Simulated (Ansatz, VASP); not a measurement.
## Two plane-wave programs on Ta

```
CELL_PARAMETERS angstrom
-1.75036 1.75036 1.65128
1.75036 -1.75036 1.65128
1.75036 1.75036 -1.65128
ATOMIC_POSITIONS crystal
Ta 0.00000 0.00000 0.00000
```

Change from the starting cell: strain +0.0600 x Voigt [1, 1, 0, 0, 0, 0], atoms carried along.

Alike in both runs: task single point; functional PBEsol; k mesh 20 × 20 × 20; occupations gaussian, width 0.15 eV; no spin polarisation.

|  | VASP | Ansatz |
| --- | --- | --- |
| version | VASP 6.6.1 | Ansatz 0.2.0 |
| potentials or method | VASP PAW PBE potentials, release 64 (Ta_pv), cutoff 520 eV | scalar-relativistic, plane waves, PAW |
| valence electrons in the cell | 11 | 13 |

```csv
,VASP,Ansatz,Ansatz less VASP
gap on the k mesh at the Fermi level (eV),none,none,-
pressure (GPa),-21.5,-21.5,0.00
"traceless stress, the component that is largest in VASP (GPa)",2.45,2.45,+0.004
```

VASP's potentials were made for PBE, not for PBEsol. A gap of «none» marks a metal or a gap that the smearing closes. VASP's potentials hold 11 valence electrons a cell and Ansatz's 13, so a difference there can come from the potentials and not from the codes.

Neither program's run includes spin-orbit coupling.
